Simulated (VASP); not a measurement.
# W (I4/mmm) in VASP: further runs

Runs on W. Level: PBEsol. Tasks: single point.

Program: VASP 6.6.1. These are calculated values, not measurements. Logs are shortened: lines on timing, memory, paths and dates and some standing lists are left out, and cuts for length are marked.

### 1 The cell of the first run

Symmetry: I4/mmm, No. 139, tetragonal system. The conventional cell has a = 3.182 Å, b = 3.182 Å, c = 3.060 Å, α = 90.00°, β = 90.00°, γ = 90.00°. Within 3.6 Å of W (site symmetry 4/mmm) lie 14 W at 2.72 to 3.18 Å.

### 2 Single point, PBEsol

INCAR

```
PREC = Accurate
ENCUT = 500
EDIFF = 1E-6
ISMEAR = 0
SIGMA = 0.1
LREAL = False
LASPH = True
NELM = 120
ALGO = Normal
ISIF = 2
LWAVE = False
LCHARG = False
GGA = PS
NBANDS = 21
GGA_COMPAT = False
```

KPOINTS

```
Automatic mesh
0
Gamma
  16 16 16
```

POSCAR

```
W
1.0
    3.0596981360      0.0000000000      0.0000000000
    0.0000000000      3.1818558812      0.0000000000
    0.0000000000      0.0000000000      3.1818558812
W
2
Direct
    0.0000000000      0.0000000000      0.0000000000
    0.5000000000      0.5000000000      0.5000000000
```

Potentials or basis: VASP PAW PBE potentials, release 64 (W_sv).

Run with:

```sh
> cat potpaw_PBE.64/W_sv/POTCAR > POTCAR
> mpirun -np 1 vasp_std > vasp.out
```

OUTCAR:

```text
PREC = Accurate
   ENCUT = 500
   EDIFF = 1E-6
   ISMEAR = 0
   LREAL = False
   LASPH = True
   NELM = 120
   ISIF = 2
   GGA = PS

 ion  position               nearest neighbor table
   1  0.000  0.000  0.000-   2 2.72   2 2.72   2 2.72   2 2.72   2 2.72   2 2.72   2 2.72   2 2.72

   2  0.500  0.500  0.500-   1 2.72   1 2.72   1 2.72   1 2.72   1 2.72   1 2.72   1 2.72   1 2.72

  LATTYP: Found a simple tetragonal cell.
 ALAT       =     3.1818558812
 C/A-ratio  =     0.9616080207

  Lattice vectors:

 A1 = (   0.0000000000,   3.1818558812,   0.0000000000)
 A2 = (   0.0000000000,   0.0000000000,   3.1818558812)
 A3 = (   3.0596981360,   0.0000000000,   0.0000000000)

Analysis of symmetry for initial positions (statically):
=====================================================================
 Subroutine PRICEL returns following result:

  LATTYP: Found a body centered tetragonal cell.
 ALAT       =     3.1818558812
 C/A-ratio  =     0.9616080207

  Lattice vectors:

 A1 = (  -1.5298490680,   1.5909279406,   1.5909279406)
 A2 = (  -1.5298490680,  -1.5909279406,  -1.5909279406)
 A3 = (   1.5298490680,  -1.5909279406,   1.5909279406)

   2 primitive cells build up your supercell.

 Routine SETGRP: Setting up the symmetry group for a
 simple tetragonal supercell.

 Subroutine GETGRP returns: Found 16 space group operations
 (whereof 16 operations were pure point group operations)
 out of a pool of 16 trial point group operations.

The static configuration has the point symmetry D_4h.

Analysis of symmetry for dynamics (positions and initial velocities):
=====================================================================
 Subroutine PRICEL returns following result:

  LATTYP: Found a body centered tetragonal cell.
 ALAT       =     3.1818558812
 C/A-ratio  =     0.9616080207

  Lattice vectors:

 A1 = (  -1.5298490680,   1.5909279406,   1.5909279406)
 A2 = (  -1.5298490680,  -1.5909279406,  -1.5909279406)
 A3 = (   1.5298490680,  -1.5909279406,   1.5909279406)

   2 primitive cells build up your supercell.

 Routine SETGRP: Setting up the symmetry group for a
 simple tetragonal supercell.

 Subroutine GETGRP returns: Found 16 space group operations
 (whereof 16 operations were pure point group operations)
 out of a pool of 16 trial point group operations.

The dynamic configuration has the point symmetry D_4h.

 Subroutine INISYM returns: Found 16 space group operations
 (whereof 16 operations are pure point group operations),
 and found     2 'primitive' translations

----------------------------------------------------------------------------------------

                                     Primitive cell

  volume of cell :      15.4885

  direct lattice vectors                    reciprocal lattice vectors
    -1.529849068  1.590927941  1.590927941    -0.326829627  0.000000000  0.314281991
    -1.529849068 -1.590927941 -1.590927941    -0.326829627 -0.314281991  0.000000000
     1.529849068 -1.590927941  1.590927941     0.000000000 -0.314281991  0.314281991

  length of vectors
     2.720761216  2.720761216  2.720761216     0.453421189  0.453421189  0.444461853

  position of ions in fractional coordinates (direct lattice)
     0.000000000  0.000000000  0.000000000

  ion indices of the primitive-cell ions
   primitive index   ion index
                 1           1

----------------------------------------------------------------------------------------

 KPOINTS: Automatic mesh

Automatic generation of k-mesh.
 Grid dimensions read from file:
 generate k-points for:   16   16   16

 Generating k-lattice:

  Cartesian coordinates                     Fractional coordinates (reciprocal lattice)
     0.020426852  0.000000000  0.000000000     0.062500000  0.000000000  0.000000000
     0.000000000  0.019642624  0.000000000     0.000000000  0.062500000  0.000000000
     0.000000000  0.000000000  0.019642624     0.000000000  0.000000000  0.062500000

  Length of vectors
     0.020426852  0.019642624  0.019642624

  Shift w.r.t. Gamma in fractional coordinates (k-lattice)
     0.000000000  0.000000000  0.000000000

 Subroutine IBZKPT returns following result:
 ===========================================

 Found    405 irreducible k-points:

 Following reciprocal coordinates:
            Coordinates               Weight
  0.000000  0.000000  0.000000      1.000000
  0.062500  0.000000  0.000000      2.000000
  0.125000  0.000000  0.000000      2.000000
  0.187500  0.000000  0.000000      2.000000
  0.250000  0.000000  0.000000      2.000000
  0.312500  0.000000  0.000000      2.000000
[... 16 lines left out ...]
  0.250000  0.125000  0.000000      8.000000
  0.312500  0.125000  0.000000      8.000000
 [... further k-points ...]
   k-points           NKPTS =    405   k-points in BZ     NKDIM =    405   number of bands    NBANDS=     21
   number of dos      NEDOS =    301   number of ions     NIONS =      2
   total plane-waves  NPLWV =  13824
   dimension x,y,z NGX =    24 NGY =   24 NGZ =   24
   dimension x,y,z NGXF=    48 NGYF=   48 NGZF=   48
   ions per type =               2
   NGX,Y,Z   is equivalent  to a cutoff of  13.04, 12.54, 12.54 a.u.
   NGXF,Y,Z  is equivalent  to a cutoff of  26.08, 25.08, 25.08 a.u.
 SYSTEM =  unknown system
   PREC   = accura    normal or accurate (medium, high low for compatibility)
   ISTART =      0    job   : 0-new  1-cont  2-samecut
   ICHARG =      2    charge: 1-file 2-atom 10-const
   ISPIN  =      1    spin polarized calculation?
   LNONCOLLINEAR =      F non collinear calculations
   LSORBIT =      F    spin-orbit coupling
   LASPH  =      T    aspherical Exc in radial PAW
   ENCUT  =  500.0 eV  36.75 Ry    6.06 a.u.   5.58  5.80  5.80*2*pi/ulx,y,z
   NELM   =    120;   NELMIN=  2; NELMDL= -5     # of ELM steps
   EDIFF  = 0.1E-05   stopping-criterion for ELM
   LREAL  =      F    real-space projection
   EDIFFG = 0.1E-04   stopping-criterion for IOM
   NSW    =      0    number of steps for IOM
   IBRION =     -1    ionic relax: 0-MD 1-quasi-New 2-CG
   NFREE  =      0    steps in history (QN), initial steepest desc. (CG)
   ISIF   =      2    stress and relaxation
   ISYM   =      2    0-nonsym 1-usesym 2-fastsym
   POTIM  = 0.5000    time-step for ionic-motion
   TEBEG  =    0.0;   TEEND  =   0.0 temperature during run
   PSTRESS=    0.0 pullay stress
   NELECT =      28.0000    total number of electrons
   NUPDOWN=      -1.0000    fix difference up-down
   EMIN   =  10.00;   EMAX   =-10.00  energy-range for DOS
   EFERMI =   0.00;   METHOD = LEGACY
   ISMEAR =     0;   SIGMA  =   0.10  broadening in eV -4-tet -1-fermi 0-gaus
   EFERMI_NEDOS =   21; number of points for ismear=-14 and -15
   IALGO  =     38    algorithm
   IMIX   =      4    mixing-type and parameters
     AMIX     =   0.40;   BMIX     =  1.00
     AMIX_MAG =   1.60;   BMIX_MAG =  1.00
  volume/ion in A,a.u.               =      15.49       104.52
  Fermi-wavevector in a.u.,A,eV,Ry     =   1.582879  2.991207 34.089466  2.505505
  Thomas-Fermi vector in A             =   2.682735
   LORBIT       =      0    0 simple, 1 ext, 2 COOP (PROOUT), +10 PAW based schemes
   GGA     = PS    functional components
   LHFCALC =     F    Hartree Fock is set to
   AEXX    =    0.0000 exact exchange contribution
   IVDW    =     0    specifies the selected vdW correction
   LEPSILON=     F    determine dielectric tensor
   LRPA    =     F    only Hartree local field effects (RPA)
 non-spin polarized calculation
 Gauss-broadening in eV      SIGMA  =   0.10
  energy-cutoff  :      500.00
  volume of cell :       30.98
 maximum number of plane-waves:       816
 NGX is ok and might be reduce to    24
   NGX = 11   NGY = 11   NGZ = 11

 number of electron      27.9999994 magnetization

 Free energy of the ion-electron system (eV)
  ---------------------------------------------------
  ext. energy  EPLUGINS =         0.00000000
  ---------------------------------------------------
  free energy    TOTEN  =       -27.56928175 eV

  energy without entropy =      -27.56423742  energy(sigma->0) =      -27.56675959

 E-fermi :  11.6278     XC(G=0): -13.8924

 val. band max:       11.6220813697   @ k =   0.0000   0.4375   0.1250
 cond. band min:      11.6338074930   @ k =   0.1250   0.3125   0.0000
 fundamental gap:      0.0117261232
 Fermi energy:        11.6277512832

 k-point     1 :       0.0000    0.0000    0.0000
  band No.  band energies     occupation
      1     -62.5010      2.00000
      2     -62.2421      2.00000
      3     -27.0367      2.00000
      4     -27.0367      2.00000
      5     -26.9107      2.00000
      6     -26.0303      2.00000
[... 13 lines left out ...]
     20      19.7029      0.00000
     21      19.7029      0.00000

 k-point     2 :       0.0625    0.0000    0.0000
  band No.  band energies     occupation
      1     -62.4979      2.00000
      2     -62.2440      2.00000
      3     -27.0265      2.00000
      4     -27.0265      2.00000
      5     -26.9148      2.00000
      6     -26.0393      2.00000
[... 13 lines left out ...]
     20      20.3643      0.00000
     21      20.3643      0.00000

 k-point     3 :       0.1250    0.0000    0.0000
  band No.  band energies     occupation
      1     -62.4892      2.00000
      2     -62.2499      2.00000
      3     -26.9965      2.00000
      4     -26.9965      2.00000
      5     -26.9253      2.00000
      6     -26.0963      2.00000
[... 13 lines left out ...]
     20      19.5095      0.00000
     21      21.7122      0.00000
[... 457 lines left out ...]
 k-point    23 :       0.2500    0.1250    0.0000
  band No.  band energies     occupation
      1     -62.4482      2.00000
      2     -62.2789      2.00000
      3     -27.0835      2.00000
      4     -26.8539      2.00000
      5     -26.7211      2.00000
      6     -26.4868      2.00000
[... 13 lines left out ...]
     20      18.4817      0.00000
     21      23.4645      0.00000

 k-point    24 :       0.3125    0.1250    0.0000
  band No.  band energies     occupation
      1     -62.4275      2.00000
      2     -62.2944      2.00000
      3     -27.0850      2.00000
      4     -26.7802      2.00000
      5     -26.6455      2.00000
      6     -26.6227      2.00000
[... 13 lines left out ...]
     20      17.4598      0.00000
     21      24.7669      0.00000

 [... further k-points ...]
[... 5 lines left out ...]
  --------------------------------------------------------------------------------------
  -------------------------------------------------------------------------------------
  Total        2.7410409      0.1338761      0.1338761      0.0000000      0.0000000      0.0000000
  in kB      141.7707056      6.9242711      6.9242711      0.0000000      0.0000000      0.0000000
  external PRESSURE =      51.8730826 kB  Pullay stress =       0.0000000 kB

 VOLUME and BASIS-vectors are now :
 -----------------------------------------------------------------------------
  energy-cutoff  :      500.00
  volume of cell :       30.98
      direct lattice vectors                 reciprocal lattice vectors
     3.059698136  0.000000000  0.000000000     0.326829627  0.000000000  0.000000000
     0.000000000  3.181855881  0.000000000     0.000000000  0.314281991  0.000000000
     0.000000000  0.000000000  3.181855881     0.000000000  0.000000000  0.314281991

 POSITION                                       TOTAL-FORCE (eV/Angst)
 -----------------------------------------------------------------------------------
      0.00000      0.00000      0.00000         0.000000      0.000000      0.000000
      1.52985      1.59093      1.59093        -0.000000     -0.000000     -0.000000
 -----------------------------------------------------------------------------------
    total drift:                                0.000000      0.000000     -0.000000

  FREE ENERGIE OF THE ION-ELECTRON SYSTEM (eV)
  ---------------------------------------------------
  free  energy   TOTEN  =       -27.5692817467 eV

  energy  without entropy=      -27.5642374247  energy(sigma->0) =      -27.56675959
```

It took 2.6 min on 1 thread of AMD EPYC 7R13 (Zen 3), shared host; peak memory 0.27 GiB.

What came out:

```
Free energy            : -27.5693 eV
Pressure               : 5.2 GPa
Band gap on the k mesh : zero (bands 14 and 15 overlap by 1.66 eV)
```

Caveat: the cell stands under pressure; the PAW data sets were made with another functional, which shifts forces and pressure a little; spin-orbit coupling is left out, which moves the levels of the heavy elements.

### 3 Single point, PBEsol

This run uses another cell than the first one, of 15.82 Å³/atom.

INCAR

```
SYSTEM = W
PREC = Accurate ; ENCUT = 500
EDIFF = 1E-6 ; ISMEAR = -5
SIGMA = 0.1 ; LREAL = .FALSE.
LASPH = .TRUE. ; NELM = 120
ALGO = Normal ; ISIF = 2
LWAVE = .FALSE. ; LCHARG = .FALSE.
GGA = PS ; NBANDS = 21
GGA_COMPAT = .FALSE.
```

KPOINTS

```
regular mesh
0
G
  16 16 16
  0 0 0
```

POSCAR

```
W
1.0
    3.2174145348      0.0000000000      0.0000000000
    0.0000000000      3.1358371557      0.0000000000
    0.0000000000      0.0000000000      3.1358371557
W
2
Direct
    0.0000000000      0.0000000000      0.0000000000
    0.5000000000      0.5000000000      0.5000000000
```

Potentials or basis: VASP PAW PBE potentials, release 64 (W_sv).

Run with:

```sh
> cat potpaw_PBE.64/W_sv/POTCAR > POTCAR
> mpirun -np 1 vasp_std > vasp.out
```

It took 2.8 min on 1 thread of AMD EPYC 7R13 (Zen 3), shared host; peak memory 0.29 GiB.

The run converged. Its results:

* Free energy: -27.5946 eV
* Pressure: -1.8 GPa
* Band gap on the k mesh: zero (bands 14 and 15 overlap by 1.40 eV)

Stress tensor (GPa, compression positive):
```
-7.46  0.00  0.00
 0.00  1.04  0.00
 0.00  0.00  1.04
```

Levels at points of the mesh, in eV from the Fermi level:
```csv
k point,band 11,band 12,band 13,band 14,band 15,band 16,band 17,band 18
"(0.00, 0.00, 0.00)",-5.82,-1.33,-1.33,-0.99,2.02,2.47,5.13,5.25
"(0.50, 0.00, 0.00)",-2.90,-2.90,-0.39,-0.39,-0.39,-0.39,1.49,1.49
"(0.00, 0.50, 0.00)",-2.80,-2.80,-0.71,-0.71,-0.46,-0.46,1.33,1.33
"(0.50, 0.50, 0.00)",-3.45,-3.45,0.65,0.65,1.95,1.95,3.11,3.11
"(0.00, 0.50, 0.50)",-3.80,-3.80,0.86,0.86,2.46,2.46,3.29,3.29
"(0.50, 0.50, 0.50)",-2.90,-2.90,-2.90,-2.90,3.15,3.15,3.43,3.43
```

Caveat: the PAW data sets were made with another functional, which shifts forces and pressure a little; spin-orbit coupling is left out, which moves the levels of the heavy elements; tetrahedron occupations give inexact forces and stress in metals.

### 4 Single point, PBEsol (uniaxial strain along a: -3.0 %, then relaxed in part)

INCAR

```
PREC     = Accurate       # precision mode
ENCUT    = 520            # plane-wave cutoff, eV
EDIFF    = 1E-6           # SCF threshold, eV
ISMEAR   = 0              # smearing method
SIGMA    = 0.1            # smearing width, eV
LREAL    = False          # projectors in reciprocal space
LASPH    = True           # aspherical terms in the spheres
NELM     = 60             # most SCF steps
ALGO     = Fast           # electronic algorithm
ISIF     = 2              # what is computed and relaxed
LWAVE    = False          # write WAVECAR
LCHARG   = False          # write CHGCAR
GGA      = PS             # functional
NBANDS   = 21             # bands
```

KPOINTS

```
regular mesh
0
Gamma
  16 16 16
```

POSCAR

```
W
1.0
    3.0596981360      0.0000000000      0.0000000000
    0.0000000000      3.1818558337      0.0000000000
    0.0000000000      0.0000000000      3.1818558337
W
2
Direct
    0.0000000000      0.0000000000      0.0000000000
    0.5000000000      0.5000000000      0.5000000000
```

Run with:

```sh
> cat potpaw_PBE.64/W_sv/POTCAR > POTCAR
> mpirun -np 1 vasp_std > vasp.out
```

Wall time 73 s (1 thread of Intel Xeon 6975P-C (Granite Rapids), shared host); peak memory 0.3 GiB.

Results (log left out):

```yaml
Free_energy: -27.5693 eV
Pressure: 5.3 GPa
Band_gap_on_the_k_mesh: zero (bands 14 and 15 overlap by 1.66 eV)
```

Stress tensor (GPa, compression positive):
```
14.27  0.00  0.00
 0.00  0.78  0.00
 0.00  0.00  0.78
```

Levels at points of the mesh, in eV from the Fermi level:
```
           k point  band 10  band 11  band 12  band 13  band 14  band 15  band 16  band 17  band 18  band 19
(0.00, 0.00, 0.00)    -6.11    -6.00    -1.64    -1.09    -1.09     1.89     2.63     5.28     5.28     5.46
(0.50, 0.00, 0.00)    -5.09    -2.85    -2.85    -0.78    -0.78    -0.78    -0.78     1.21     1.21     4.24
(0.00, 0.50, 0.00)    -5.38    -3.02    -3.02    -0.66    -0.66    -0.25    -0.25     1.49     1.49     3.26
(0.50, 0.50, 0.00)    -6.46    -3.88    -3.88     0.88     0.88     2.29     2.29     3.47     3.47     6.38
(0.00, 0.50, 0.50)    -6.46    -3.32    -3.32     0.55     0.55     1.71     1.71     2.95     2.95     6.28
(0.50, 0.50, 0.50)    -3.12    -3.12    -3.12    -2.85    -2.85     3.18     3.18     3.51     3.51     6.90
```

Caveat: the cell differs from its parent crystal (uniaxial strain along a: -3.0 %, then relaxed in part); the cell stands under pressure; the PAW data sets were made with another functional, which shifts forces and pressure a little; spin-orbit coupling is left out, which moves the levels of the heavy elements.

### 5 Overview

| cell | cutoff (eV) | smearing | gap on the mesh (eV) | pressure (GPa) |
| --- | --- | --- | --- | --- |
| a = 3.060, b = 3.182, c = 3.182 Å, 2 atoms | 500 | gaussian 0.1 eV | none | 5.2 |
| a = 3.217, b = 3.136, c = 3.136 Å, 2 atoms | 500 | tetrahedron | none | -1.8 |
| a = 3.060, b = 3.182, c = 3.182 Å, 2 atoms | 520 | gaussian 0.1 eV | none | 5.3 |

Alike in all rows: task single point; level PBEsol; potentials or basis VASP PAW PBE potentials, release 64 (W_sv); no spin polarisation; k mesh 16 × 16 × 16.

Caveats: the PAW data sets were made with another functional, which shifts forces and pressure a little; spin-orbit coupling is left out, which moves the levels of the heavy elements; the cell stands under pressure (at least some runs); tetrahedron occupations give inexact forces and stress in metals (at least some runs).

Absolute energies hang on the potentials; compare differences alone.
